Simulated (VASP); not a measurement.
# Re (P6_3/mmc) in VASP: notebook

Re is run at these levels: PBEsol+D3(BJ); tasks: single point.

Everything below comes from runs of VASP 6.6.1. Logs are shortened: lines on timing, memory, paths and dates and some standing lists are left out, and cuts for length are marked.

### Step 1. The cell of the first run

The structure is hexagonal, space group P6_3/mmc (No. 194). The conventional cell has a = 2.779 Å, b = 2.779 Å, c = 4.488 Å, α = 90.00°, β = 90.00°, γ = 120.00°. Within 3.6 Å of Re (site symmetry -6m2) lie 12 Re at 2.76 to 2.78 Å.

### Step 2. Single point, PBEsol+D3(BJ)

INCAR

```
SYSTEM = Re
  PREC = Accurate
  ENCUT = 520
  EDIFF = 1E-6
  ISMEAR = -1
  SIGMA = 0.1
  LREAL = .False.
  LASPH = .True.
  NELM = 80
  ALGO = Normal
  ISIF = 2
  LWAVE = .False.
  LCHARG = .False.
  GGA = PS
  IVDW = 12
  NBANDS = 14
```

KPOINTS

```
regular mesh
0
Gamma
  14 14 8
  0 0 0
```

POSCAR

```
Re
1.0
    2.7790839766      0.0000000000      0.0000000000
   -1.3895419883      2.4067573181      0.0000000000
    0.0000000000      0.0000000000      4.4877253638
Re
2
Direct
    0.3333333333      0.6666666667      0.2500000000
    0.6666666667      0.3333333333      0.7500000000
```

Potentials or basis: VASP PAW PBE potentials, release 64 (Re).

Launch:

```bash
$ cat potpaw_PBE.64/Re/POTCAR > POTCAR
$ mpirun -np 1 vasp_std > vasp.out
```

OUTCAR:

```text
SYSTEM = Re
   PREC = Accurate
   ENCUT = 520
   EDIFF = 1E-6
   ISMEAR = -1
   LREAL = .False.
   LASPH = .True.
   NELM = 80
   ISIF = 2
   GGA = PS
   IVDW = 12
 IVDW          = 12

 ion  position               nearest neighbor table
   1  0.333  0.667  0.250-   2 2.76   2 2.76   2 2.76   2 2.76   2 2.76   2 2.76
   2  0.667  0.333  0.750-   1 2.76   1 2.76   1 2.76   1 2.76   1 2.76   1 2.76

  LATTYP: Found a hexagonal cell.
 ALAT       =     2.7790839766
 C/A-ratio  =     1.6148217908

  Lattice vectors:

 A1 = (   2.7790839766,   0.0000000000,   0.0000000000)
 A2 = (  -1.3895419883,   2.4067573181,   0.0000000000)
 A3 = (   0.0000000000,   0.0000000000,   4.4877253638)

Analysis of symmetry for initial positions (statically):
=====================================================================
 Subroutine PRICEL returns:
 Original cell was already a primitive cell.

 Routine SETGRP: Setting up the symmetry group for a
 hexagonal supercell.

 Subroutine GETGRP returns: Found 24 space group operations
 (whereof 12 operations were pure point group operations)
 out of a pool of 24 trial point group operations.

The static configuration has the point symmetry D_3d.
 The point group associated with its full space group is D_6h.

Analysis of symmetry for dynamics (positions and initial velocities):
=====================================================================
 Subroutine PRICEL returns:
 Original cell was already a primitive cell.

 Routine SETGRP: Setting up the symmetry group for a
 hexagonal supercell.

 Subroutine GETGRP returns: Found 24 space group operations
 (whereof 12 operations were pure point group operations)
 out of a pool of 24 trial point group operations.

The dynamic configuration has the point symmetry D_3d.
 The point group associated with its full space group is D_6h.

 Subroutine INISYM returns: Found 24 space group operations
 (whereof 12 operations are pure point group operations),
 and found     1 'primitive' translations

----------------------------------------------------------------------------------------

                                     Primitive cell

  volume of cell :      30.0165

  direct lattice vectors                    reciprocal lattice vectors
     2.779083977  0.000000000  0.000000000     0.359830796  0.207748407  0.000000000
    -1.389541988  2.406757318  0.000000000     0.000000000  0.415496815  0.000000000
     0.000000000  0.000000000  4.487725364     0.000000000  0.000000000  0.222830035

  length of vectors
     2.779083977  2.779083972  4.487725364     0.415496814  0.415496815  0.222830035

  position of ions in fractional coordinates (direct lattice)
     0.333333333  0.666666667  0.250000000
     0.666666667  0.333333333  0.750000000

  ion indices of the primitive-cell ions
   primitive index   ion index
                 1           1
                 2           2

----------------------------------------------------------------------------------------

 KPOINTS: regular mesh

Automatic generation of k-mesh.
 Grid dimensions read from file:
 generate k-points for:   14   14    8

 Generating k-lattice:

  Cartesian coordinates                     Fractional coordinates (reciprocal lattice)
     0.025702200  0.014839172  0.000000000     0.071428571  0.000000000  0.000000000
     0.000000000  0.029678344  0.000000000     0.000000000  0.071428571  0.000000000
     0.000000000  0.000000000  0.027853754     0.000000000  0.000000000  0.125000000

  Length of vectors
     0.029678344  0.029678344  0.027853754

  Shift w.r.t. Gamma in fractional coordinates (k-lattice)
     0.000000000  0.000000000  0.000000000

 Subroutine IBZKPT returns following result:
 ===========================================

 Found    120 irreducible k-points:

 Following reciprocal coordinates:
            Coordinates               Weight
  0.000000  0.000000  0.000000      1.000000
  0.071429  0.000000  0.000000      6.000000
  0.142857  0.000000  0.000000      6.000000
  0.214286  0.000000  0.000000      6.000000
  0.285714  0.000000  0.000000      6.000000
  0.357143  0.000000  0.000000      6.000000
[... 16 lines left out ...]
  0.285714  0.285714  0.000000      6.000000
  0.357143  0.285714  0.000000      6.000000
 [... further k-points ...]
   k-points           NKPTS =    120   k-points in BZ     NKDIM =    120   number of bands    NBANDS=     14
   number of dos      NEDOS =    301   number of ions     NIONS =      2
   total plane-waves  NPLWV =  20736
   dimension x,y,z NGX =    24 NGY =   24 NGZ =   36
   dimension x,y,z NGXF=    48 NGYF=   48 NGZF=   72
   ions per type =               2
   NGX,Y,Z   is equivalent  to a cutoff of  14.36, 14.36, 13.34 a.u.
   NGXF,Y,Z  is equivalent  to a cutoff of  28.71, 28.71, 26.67 a.u.
 SYSTEM =  Re
   PREC   = accura    normal or accurate (medium, high low for compatibility)
   ISTART =      0    job   : 0-new  1-cont  2-samecut
   ICHARG =      2    charge: 1-file 2-atom 10-const
   ISPIN  =      1    spin polarized calculation?
   LNONCOLLINEAR =      F non collinear calculations
   LSORBIT =      F    spin-orbit coupling
   LASPH  =      T    aspherical Exc in radial PAW
   ENCUT  =  520.0 eV  38.22 Ry    6.18 a.u.   5.17  5.17  8.34*2*pi/ulx,y,z
   NELM   =     80;   NELMIN=  2; NELMDL= -5     # of ELM steps
   EDIFF  = 0.1E-05   stopping-criterion for ELM
   LREAL  =      F    real-space projection
   EDIFFG = 0.1E-04   stopping-criterion for IOM
   NSW    =      0    number of steps for IOM
   IBRION =     -1    ionic relax: 0-MD 1-quasi-New 2-CG
   NFREE  =      0    steps in history (QN), initial steepest desc. (CG)
   ISIF   =      2    stress and relaxation
   ISYM   =      2    0-nonsym 1-usesym 2-fastsym
   POTIM  = 0.5000    time-step for ionic-motion
   TEBEG  =    0.0;   TEEND  =   0.0 temperature during run
   PSTRESS=    0.0 pullay stress
   NELECT =      14.0000    total number of electrons
   NUPDOWN=      -1.0000    fix difference up-down
   EMIN   =  10.00;   EMAX   =-10.00  energy-range for DOS
   EFERMI =   0.00;   METHOD = LEGACY
   ISMEAR =    -1;   SIGMA  =   0.10  broadening in eV -4-tet -1-fermi 0-gaus
   EFERMI_NEDOS =   21; number of points for ismear=-14 and -15
   IALGO  =     38    algorithm
   IMIX   =      4    mixing-type and parameters
     AMIX     =   0.40;   BMIX     =  1.00
     AMIX_MAG =   1.60;   BMIX_MAG =  1.00
  volume/ion in A,a.u.               =      15.01       101.28
  Fermi-wavevector in a.u.,A,eV,Ry     =   1.269592  2.399181 21.930731  1.611863
  Thomas-Fermi vector in A             =   2.402625
   LORBIT       =      0    0 simple, 1 ext, 2 COOP (PROOUT), +10 PAW based schemes
   GGA     = PS    functional components
   LHFCALC =     F    Hartree Fock is set to
   AEXX    =    0.0000 exact exchange contribution
   IVDW    =    12    specifies the selected vdW correction
   LEPSILON=     F    determine dielectric tensor
   LRPA    =     F    only Hartree local field effects (RPA)
 non-spin polarized calculation
  energy-cutoff  :      520.00
  volume of cell :       30.02
 maximum number of plane-waves:       827
 NGX is ok and might be reduce to    24
   NGX = 11   NGY = 11   NGZ = 17

 number of electron      14.0000000 magnetization

 Free energy of the ion-electron system (eV)
  ---------------------------------------------------
  ext. energy  EPLUGINS =         0.00000000
  ---------------------------------------------------
  free energy    TOTEN  =       -26.73385489 eV

  energy without entropy =      -26.67998364  energy(sigma->0) =      -26.70691927

 E-fermi :   7.4629     XC(G=0): -13.7119

 val. band max:        7.4483092095   @ k =   0.2857   0.2857   0.5000
 cond. band min:       7.4846208702   @ k =   0.1429   0.1429   0.0000
 fundamental gap:      0.0363116607
 Fermi energy:         7.4629375301

 k-point     1 :       0.0000    0.0000    0.0000
  band No.  band energies     occupation
      1      -2.2856      2.00000
      2       0.9780      2.00000
      3       5.9391      2.00000
      4       5.9391      2.00000
      5       5.9403      2.00000
      6       6.7517      1.99837
      7       6.7517      1.99837
      8       7.6593      0.24617
      9       7.6593      0.24617
     10       8.0495      0.00565
     11      10.7530      0.00000
     12      10.7530      0.00000
     13      17.2072      0.00000
     14      21.6183      0.00000

 k-point     2 :       0.0714    0.0000    0.0000
  band No.  band energies     occupation
      1      -2.0813      2.00000
      2       1.1701      2.00000
      3       5.4690      2.00000
      4       6.1257      2.00000
      5       6.3417      1.99997
      6       6.6122      1.99960
      7       6.9279      1.99055
      8       7.1772      1.89137
      9       7.5037      0.79917
     10       7.6741      0.21589
     11      10.8572      0.00000
     12      11.6255      0.00000
     13      17.1924      0.00000
     14      22.0672      0.00000

 k-point     3 :       0.1429    0.0000    0.0000
  band No.  band energies     occupation
      1      -1.4969      2.00000
      2       1.6824      2.00000
      3       4.9243      2.00000
      4       5.9340      2.00000
      5       6.1984      1.99999
      6       6.6750      1.99924
      7       6.8850      1.99384
      8       7.1223      1.93580
      9       7.3789      1.39694
     10       7.4437      1.09596
     11      11.0921      0.00000
     12      13.2391      0.00000
     13      17.0893      0.00000
     14      23.1945      0.00000

 k-point     4 :       0.2143    0.0000    0.0000
  band No.  band energies     occupation
      1      -0.6256      2.00000
      2       2.2434      2.00000
      3       4.5410      2.00000
      4       4.7329      2.00000
      5       5.8203      2.00000
      6       6.6624      1.99933
      7       7.0249      1.97528
      8       7.5511      0.58570
      9       7.5980      0.41140
     10       8.2569      0.00071
     11      11.3353      0.00000
     12      14.9900      0.00000
     13      16.8398      0.00000
     14      23.2865      0.00000

 k-point     5 :       0.2857    0.0000    0.0000
  band No.  band energies     occupation
      1       0.3491      2.00000
      2       2.3484      2.00000
      3       3.7286      2.00000
      4       4.6396      2.00000
      5       5.7882      2.00000
      6       6.2292      1.99999
      7       6.6723      1.99926
      8       8.6097      0.00002
      9       8.6809      0.00001
     10       9.2871      0.00000
     11      11.5226      0.00000
[... 276 lines left out ...]
 k-point    22 :       0.3571    0.2143    0.0000
  band No.  band energies     occupation
      1       2.4450      2.00000
      2       2.8185      2.00000
      3       2.9644      2.00000
      4       4.5897      2.00000
      5       5.2393      2.00000
      6       5.8496      2.00000
      7       7.1276      1.93244
      8      10.1002      0.00000
      9      11.0685      0.00000
     10      11.0946      0.00000
     11      13.7831      0.00000
     12      14.6539      0.00000
     13      16.4348      0.00000
     14      19.4303      0.00000

 k-point    23 :       0.2857    0.2857    0.0000
  band No.  band energies     occupation
      1       2.4720      2.00000
      2       3.0660      2.00000
      3       3.5898      2.00000
      4       3.9926      2.00000
      5       5.1750      2.00000
      6       5.8058      2.00000
      7       7.1651      1.90314
      8       9.7441      0.00000
      9      10.9648      0.00000
     10      11.0466      0.00000
     11      13.7720      0.00000
     12      14.6029      0.00000
     13      16.1745      0.00000
     14      19.8893      0.00000

 k-point    24 :       0.3571    0.2857    0.0000
  band No.  band energies     occupation
      1       2.4086      2.00000
      2       3.3144      2.00000
      3       3.4708      2.00000
      4       4.2490      2.00000
      5       5.2886      2.00000
      6       5.5546      2.00000
      7       7.3817      1.38543
      8      10.2202      0.00000
      9      10.7083      0.00000
     10      10.9121      0.00000
     11      13.9212      0.00000
     12      14.0011      0.00000
     13      15.7779      0.00000
     14      21.3367      0.00000

 [... further k-points ...]

------------------------ aborting loop because EDIFF is reached ----------------------------------------

 Edisp (eV)   -1.34530

 E8    (eV) :    -0.9750

  FORCE on cell =-STRESS in cart. coord.  units (eV):
  Direction    XX          YY          ZZ          XY          YZ          ZX
  --------------------------------------------------------------------------------------
  -------------------------------------------------------------------------------------
  Total      -3.46249    -3.46249    -3.48947     0.00000    -0.00000     0.00000
  in kB    -184.81564  -184.81564  -186.25603     0.00000    -0.00000     0.00000
  external pressure =     -185.30 kB  Pullay stress =        0.00 kB

 VOLUME and BASIS-vectors are now :
 -----------------------------------------------------------------------------
  energy-cutoff  :      520.00
  volume of cell :       30.02
      direct lattice vectors                 reciprocal lattice vectors
     2.779083977  0.000000000  0.000000000     0.359830796  0.207748407  0.000000000
    -1.389541988  2.406757318  0.000000000     0.000000000  0.415496815  0.000000000
     0.000000000  0.000000000  4.487725364     0.000000000  0.000000000  0.222830035

 POSITION                                       TOTAL-FORCE (eV/Angst)
 -----------------------------------------------------------------------------------
     -0.00000      1.60450      1.12193        -0.000000      0.000000      0.000000
      1.38954      0.80225      3.36579         0.000000      0.000000      0.000000
 -----------------------------------------------------------------------------------
    total drift:                               -0.000000      0.000000     -0.000000

  FREE ENERGIE OF THE ION-ELECTRON SYSTEM (eV)
  ---------------------------------------------------
  free  energy   TOTEN  =       -28.0791505319 eV

  energy  without entropy=      -28.0252792841  energy(sigma->0) =      -28.05221491
```

Run time: 21 s. Hardware: 1 thread of Intel Xeon 6975P-C (Granite Rapids), shared host; peak memory 0.19 GiB.

What came out:

```yaml
Free_energy: -28.0792 eV
Pressure: -18.5 GPa
Band_gap_on_the_k_mesh: zero (bands 7 and 8 overlap by 3.18 eV)
Dispersion_energy_per_atom: -0.673 eV
```

Caveat: three body term missing; the cell stands under tension; the PAW data sets were made with another functional, which shifts forces and pressure a little; spin-orbit coupling is left out, which moves the levels of the heavy elements.

(Part 1 of 2 ends here.)
